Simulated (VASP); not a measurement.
A run of VASP 6.6.1:

INCAR

```
PREC = Accurate
ENCUT = 520
EDIFF = 1E-7
ISMEAR = -1
SIGMA = 0.03
LREAL = False
LASPH = True
NELM = 100
ALGO = Normal
ISIF = 2
LWAVE = False
LCHARG = False
GGA = CA
NBANDS = 15
```

Contents of KPOINTS:

```
Automatic mesh
0
Gamma
  8 8 8
```

Contents of POSCAR:

```
BaS
1.0
    0.0000000000      3.2256756180      3.2256756180
    3.2256756180      0.0000000000      3.2256756180
    3.2256756180      3.2256756180      0.0000000000
Ba S
1 1
Direct
    0.0000000000      0.0000000000      0.0000000000
    0.5000000000      0.5000000000      0.5000000000
```

Potentials or basis: VASP PAW LDA potentials, release 64 (Ba_sv, S).

Launch:

```sh
$ cat potpaw_LDA.64/Ba_sv/POTCAR potpaw_LDA.64/S/POTCAR > POTCAR
$ mpirun -np 1 vasp_std > vasp.out
```

Hardware: 1 thread of Intel(R) Xeon(R) Platinum 8259CL CPU @ 2.50GHz (Skylake/Cascade Lake), with other jobs on the host.

Estimate the wall time of this run.

It took 34 s on 1 thread of Intel(R) Xeon(R) Platinum 8259CL CPU @ 2.50GHz (Skylake/Cascade Lake), on a shared host, peak memory 0.18 GiB. Counts: scf iterations 13, k points 29.
